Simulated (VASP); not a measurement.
# WS2 (P6_3/mmc) in VASP: single point with PBE

Aim: the single point of WS2 with PBE.

All numbers are computed with VASP 6.6.1; they aren't measurements. Logs are shortened: lines on timing, memory, paths and dates and some standing lists are left out, and cuts for length are marked.

## (1) The cell of the first run

Symmetry: P6_3/mmc, No. 194, hexagonal system. The conventional cell has a = 3.153 Å, b = 3.153 Å, c = 12.323 Å, α = 90.00°, β = 90.00°, γ = 120.00°. Within 3.2 Å of W (site symmetry -6m2) lie 6 S at 2.41 Å and 6 W at 3.15 Å. S (site symmetry 3m) has 3 W at 2.41 Å and 7 S at 3.15 Å within 3.2 Å.

## (2) Single point, PBE

Input file INCAR:

```
ALGO = Normal
EDIFF = 1E-6
ENCUT = 520
GGA = PE
ISIF = 2
ISMEAR = 0
LASPH = T
LCHARG = F
LREAL = F
LWAVE = F
NBANDS = 35
NELM = 80
PREC = Accurate
SIGMA = 0.01
```

Input file KPOINTS:

```
k-points
0
Gamma
  12 12 3
```

Input file POSCAR:

```
WS2
1.0
    3.1532000000      0.0000000000      0.0000000000
   -1.5766000000      2.7307513032      0.0000000000
    0.0000000000      0.0000000000     12.3230000000
W S
2 4
Direct
    0.3333333333      0.6666666667      0.2500000000
    0.6666666667      0.3333333333      0.7500000000
    0.3333333333      0.6666666667      0.6220613398
    0.6666666667      0.3333333333      0.1220613398
    0.3333333333      0.6666666667      0.8779386602
    0.6666666667      0.3333333333      0.3779386602
```

Potentials or basis: VASP PAW PBE potentials, release 64 (W_sv, S).

On the command line:

```console
$ cat potpaw_PBE.64/W_sv/POTCAR potpaw_PBE.64/S/POTCAR > POTCAR
$ mpirun -np 1 vasp_std > vasp.out
```

OUTCAR:

```text
EDIFF = 1E-6
   ENCUT = 520
   GGA = PE
   ISIF = 2
   ISMEAR = 0
   LASPH = T
   LREAL = F
   NELM = 80
   PREC = Accurate

 ion  position               nearest neighbor table
   1  0.333  0.667  0.250-   4 2.41   6 2.41   4 2.41   6 2.41   4 2.41   6 2.41
   2  0.667  0.333  0.750-   3 2.41   5 2.41   3 2.41   5 2.41   3 2.41   5 2.41
   3  0.333  0.667  0.622-   2 2.41   2 2.41   2 2.41
   4  0.667  0.333  0.122-   1 2.41   1 2.41   1 2.41
   5  0.333  0.667  0.878-   2 2.41   2 2.41   2 2.41
   6  0.667  0.333  0.378-   1 2.41   1 2.41   1 2.41

  LATTYP: Found a hexagonal cell.
 ALAT       =     3.1532000000
 C/A-ratio  =     3.9080933655

  Lattice vectors:

 A1 = (   3.1532000000,   0.0000000000,   0.0000000000)
 A2 = (  -1.5766000000,   2.7307513032,   0.0000000000)
 A3 = (   0.0000000000,   0.0000000000,  12.3230000000)

Analysis of symmetry for initial positions (statically):
=====================================================================
 Subroutine PRICEL returns:
 Original cell was already a primitive cell.

 Routine SETGRP: Setting up the symmetry group for a
 hexagonal supercell.

 Subroutine GETGRP returns: Found 24 space group operations
 (whereof 12 operations were pure point group operations)
 out of a pool of 24 trial point group operations.

The static configuration has the point symmetry D_3d.
 The point group associated with its full space group is D_6h.

Analysis of symmetry for dynamics (positions and initial velocities):
=====================================================================
 Subroutine PRICEL returns:
 Original cell was already a primitive cell.

 Routine SETGRP: Setting up the symmetry group for a
 hexagonal supercell.

 Subroutine GETGRP returns: Found 24 space group operations
 (whereof 12 operations were pure point group operations)
 out of a pool of 24 trial point group operations.

The dynamic configuration has the point symmetry D_3d.
 The point group associated with its full space group is D_6h.

 Subroutine INISYM returns: Found 24 space group operations
 (whereof 12 operations are pure point group operations),
 and found     1 'primitive' translations

----------------------------------------------------------------------------------------

                                     Primitive cell

  volume of cell :     106.1085

  direct lattice vectors                    reciprocal lattice vectors
     3.153200000  0.000000000  0.000000000     0.317138145  0.183099794  0.000000000
    -1.576600000  2.730751303  0.000000000     0.000000000  0.366199587  0.000000000
     0.000000000  0.000000000 12.323000000     0.000000000  0.000000000  0.081149071

  length of vectors
     3.153200000  3.153200000 12.323000000     0.366199587  0.366199587  0.081149071

  position of ions in fractional coordinates (direct lattice)
     0.333333333  0.666666667  0.250000000
     0.666666667  0.333333333  0.750000000
     0.333333333  0.666666667  0.622061340
     0.666666667  0.333333333  0.122061340
     0.333333333  0.666666667  0.877938660
     0.666666667  0.333333333  0.377938660

  ion indices of the primitive-cell ions
   primitive index   ion index
                 1           1
                 2           2
                 3           3
                 4           4
                 5           5
                 6           6

----------------------------------------------------------------------------------------

 KPOINTS: k-points

Automatic generation of k-mesh.
 Grid dimensions read from file:
 generate k-points for:   12   12    3

 Generating k-lattice:

  Cartesian coordinates                     Fractional coordinates (reciprocal lattice)
     0.026428179  0.015258316  0.000000000     0.083333333  0.000000000  0.000000000
     0.000000000  0.030516632  0.000000000     0.000000000  0.083333333  0.000000000
     0.000000000  0.000000000  0.027049690     0.000000000  0.000000000  0.333333333

  Length of vectors
     0.030516632  0.030516632  0.027049690

  Shift w.r.t. Gamma in fractional coordinates (k-lattice)
     0.000000000  0.000000000  0.000000000

 Subroutine IBZKPT returns following result:
 ===========================================

 Found     38 irreducible k-points:

 Following reciprocal coordinates:
            Coordinates               Weight
  0.000000  0.000000  0.000000      1.000000
  0.083333 -0.000000  0.000000      6.000000
  0.166667  0.000000  0.000000      6.000000
  0.250000  0.000000  0.000000      6.000000
  0.333333  0.000000  0.000000      6.000000
  0.416667  0.000000  0.000000      6.000000
[... 16 lines left out ...]
  0.250000  0.000000  0.333333     12.000000
  0.333333  0.000000  0.333333     12.000000
 [... further k-points ...]
   k-points           NKPTS =     38   k-points in BZ     NKDIM =     38   number of bands    NBANDS=     35
   number of dos      NEDOS =    301   number of ions     NIONS =      6
   total plane-waves  NPLWV =  55296
   dimension x,y,z NGX =    24 NGY =   24 NGZ =   96
   dimension x,y,z NGXF=    48 NGYF=   48 NGZF=  192
   ions per type =               2   4
   NGX,Y,Z   is equivalent  to a cutoff of  12.65, 12.65, 12.95 a.u.
   NGXF,Y,Z  is equivalent  to a cutoff of  25.31, 25.31, 25.90 a.u.
 SYSTEM =  unknown system
   PREC   = accura    normal or accurate (medium, high low for compatibility)
   ISTART =      0    job   : 0-new  1-cont  2-samecut
   ICHARG =      2    charge: 1-file 2-atom 10-const
   ISPIN  =      1    spin polarized calculation?
   LNONCOLLINEAR =      F non collinear calculations
   LSORBIT =      F    spin-orbit coupling
   LASPH  =      T    aspherical Exc in radial PAW
   ENCUT  =  520.0 eV  38.22 Ry    6.18 a.u.   5.86  5.86 22.91*2*pi/ulx,y,z
   NELM   =     80;   NELMIN=  2; NELMDL= -5     # of ELM steps
   EDIFF  = 0.1E-05   stopping-criterion for ELM
   LREAL  =      F    real-space projection
   EDIFFG = 0.1E-04   stopping-criterion for IOM
   NSW    =      0    number of steps for IOM
   IBRION =     -1    ionic relax: 0-MD 1-quasi-New 2-CG
   NFREE  =      0    steps in history (QN), initial steepest desc. (CG)
   ISIF   =      2    stress and relaxation
   ISYM   =      2    0-nonsym 1-usesym 2-fastsym
   POTIM  = 0.5000    time-step for ionic-motion
   TEBEG  =    0.0;   TEEND  =   0.0 temperature during run
   PSTRESS=    0.0 pullay stress
   NELECT =      52.0000    total number of electrons
   NUPDOWN=      -1.0000    fix difference up-down
   EMIN   =  10.00;   EMAX   =-10.00  energy-range for DOS
   EFERMI =   0.00;   METHOD = LEGACY
   ISMEAR =     0;   SIGMA  =   0.01  broadening in eV -4-tet -1-fermi 0-gaus
   EFERMI_NEDOS =   21; number of points for ismear=-14 and -15
   IALGO  =     38    algorithm
   IMIX   =      4    mixing-type and parameters
     AMIX     =   0.40;   BMIX     =  1.00
     AMIX_MAG =   1.60;   BMIX_MAG =  1.00
  volume/ion in A,a.u.               =      17.68       119.34
  Fermi-wavevector in a.u.,A,eV,Ry     =   1.290702  2.439073 22.666096  1.665911
  Thomas-Fermi vector in A             =   2.422517
   LORBIT       =      0    0 simple, 1 ext, 2 COOP (PROOUT), +10 PAW based schemes
   GGA     = PE    functional components
   LHFCALC =     F    Hartree Fock is set to
   AEXX    =    0.0000 exact exchange contribution
   IVDW    =     0    specifies the selected vdW correction
   LEPSILON=     F    determine dielectric tensor
   LRPA    =     F    only Hartree local field effects (RPA)
 non-spin polarized calculation
 Gauss-broadening in eV      SIGMA  =   0.01
  energy-cutoff  :      520.00
  volume of cell :      106.11
 maximum number of plane-waves:      2882
 NGX is ok and might be reduce to    24
   NGX = 11   NGY = 11   NGZ = 45

 number of electron      51.9999993 magnetization

 Free energy of the ion-electron system (eV)
  ---------------------------------------------------
  ext. energy  EPLUGINS =         0.00000000
  ---------------------------------------------------
  free energy    TOTEN  =       -47.22544800 eV

  energy without entropy =      -47.22544800  energy(sigma->0) =      -47.22544800

 E-fermi :   7.7255     XC(G=0): -10.9769

 val. band max:        7.4813712663   @ k =   0.0000   0.0000   0.0000
 cond. band min:       8.4688728919   @ k =   0.1667   0.1667   0.0000
 fundamental gap:      0.9875016256
 Fermi energy:         7.7254773222

 k-point     1 :       0.0000    0.0000    0.0000
  band No.  band energies     occupation
      1     -67.1043      2.00000
      2     -67.1043      2.00000
      3     -31.3618      2.00000
      4     -31.3618      2.00000
      5     -31.1818      2.00000
      6     -31.1818      2.00000
[... 27 lines left out ...]
     34      10.0428      0.00000
     35      12.3024      0.00000

 k-point     2 :       0.0833   -0.0000    0.0000
  band No.  band energies     occupation
      1     -67.1031      2.00000
      2     -67.1030      2.00000
      3     -31.3573      2.00000
      4     -31.3573      2.00000
      5     -31.2069      2.00000
      6     -31.2069      2.00000
[... 27 lines left out ...]
     34      10.0672      0.00000
     35      12.8475      0.00000

 k-point     3 :       0.1667    0.0000    0.0000
  band No.  band energies     occupation
      1     -67.0996      2.00000
      2     -67.0995      2.00000
      3     -31.3450      2.00000
      4     -31.3449      2.00000
      5     -31.2750      2.00000
      6     -31.2749      2.00000
[... 27 lines left out ...]
     34      10.6021      0.00000
     35      13.9127      0.00000

 k-point     4 :       0.2500    0.0000    0.0000
  band No.  band energies     occupation
      1     -67.0948      2.00000
      2     -67.0948      2.00000
      3     -31.3666      2.00000
      4     -31.3666      2.00000
      5     -31.3280      2.00000
      6     -31.3280      2.00000
[... 27 lines left out ...]
     34      11.1629      0.00000
     35      14.2840      0.00000

 k-point     5 :       0.3333    0.0000    0.0000
  band No.  band energies     occupation
      1     -67.0900      2.00000
      2     -67.0900      2.00000
      3     -31.4568      2.00000
      4     -31.4568      2.00000
      5     -31.3110      2.00000
      6     -31.3110      2.00000
[... 638 lines left out ...]
 k-point    22 :       0.1667    0.0000    0.3333
  band No.  band energies     occupation
      1     -67.0995      2.00000
      2     -67.0995      2.00000
      3     -31.3449      2.00000
      4     -31.3449      2.00000
      5     -31.2750      2.00000
      6     -31.2749      2.00000
[... 27 lines left out ...]
     34      10.5751      0.00000
     35      13.9834      0.00000

 k-point    23 :       0.2500    0.0000    0.3333
  band No.  band energies     occupation
      1     -67.0948      2.00000
      2     -67.0948      2.00000
      3     -31.3666      2.00000
      4     -31.3666      2.00000
      5     -31.3280      2.00000
      6     -31.3280      2.00000
[... 27 lines left out ...]
     34      11.1058      0.00000
     35      14.1866      0.00000

 k-point    24 :       0.3333    0.0000    0.3333
  band No.  band energies     occupation
      1     -67.0900      2.00000
      2     -67.0900      2.00000
      3     -31.4568      2.00000
      4     -31.4568      2.00000
      5     -31.3110      2.00000
      6     -31.3110      2.00000
[... 27 lines left out ...]
     34      11.4878      0.00000
     35      13.3412      0.00000

 [... further k-points ...]
[... 5 lines left out ...]
  --------------------------------------------------------------------------------------
  -------------------------------------------------------------------------------------
  Total        2.6292374      2.6292374      2.2044926     -0.0000000      0.0000000      0.0000000
  in kB       39.6999775     39.6999775     33.2865750     -0.0000000      0.0000000      0.0000000
  external PRESSURE =      37.5621767 kB  Pullay stress =       0.0000000 kB

 VOLUME and BASIS-vectors are now :
 -----------------------------------------------------------------------------
  energy-cutoff  :      520.00
  volume of cell :      106.11
      direct lattice vectors                 reciprocal lattice vectors
     3.153200000  0.000000000  0.000000000     0.317138145  0.183099794  0.000000000
    -1.576600000  2.730751303  0.000000000     0.000000000  0.366199587  0.000000000
     0.000000000  0.000000000 12.323000000     0.000000000  0.000000000  0.081149071

 POSITION                                       TOTAL-FORCE (eV/Angst)
 -----------------------------------------------------------------------------------
     -0.00000      1.82050      3.08075        -0.000000      0.000000      0.000000
      1.57660      0.91025      9.24225         0.000000     -0.000000      0.000000
     -0.00000      1.82050      7.66566         0.000000     -0.000000     -0.002605
      1.57660      0.91025      1.50416        -0.000000      0.000000     -0.002605
     -0.00000      1.82050     10.81884         0.000000     -0.000000      0.002605
      1.57660      0.91025      4.65734        -0.000000      0.000000      0.002605
 -----------------------------------------------------------------------------------
    total drift:                               -0.000000      0.000000     -0.000000

  FREE ENERGIE OF THE ION-ELECTRON SYSTEM (eV)
  ---------------------------------------------------
  free  energy   TOTEN  =       -47.2254479960 eV

  energy  without entropy=      -47.2254479960  energy(sigma->0) =      -47.22544800
```

It took 2.1 min on 1 thread of AMD EPYC 7R13 (Zen 3), shared host; peak memory 0.25 GiB.

Results:

| Item | Value |
| --- | --- |
| Free energy | -47.2254 eV |
| Pressure | 3.8 GPa |
| Band gap on the k mesh | 0.99 eV, indirect (least direct gap 1.85 eV) |

Forces in eV/Å, atoms in the order of the input:
```
W    0.000  0.000  0.000
W    0.000  0.000  0.000
S    0.000  0.000 -0.003
S    0.000  0.000 -0.003
S    0.000  0.000  0.003
S    0.000  0.000  0.003
```

Caveat: spin-orbit coupling is left out, which moves the levels of the heavy elements; this functional lacks dispersion, which binds the layers, so the pressure and a relaxed spacing across them are unreliable.
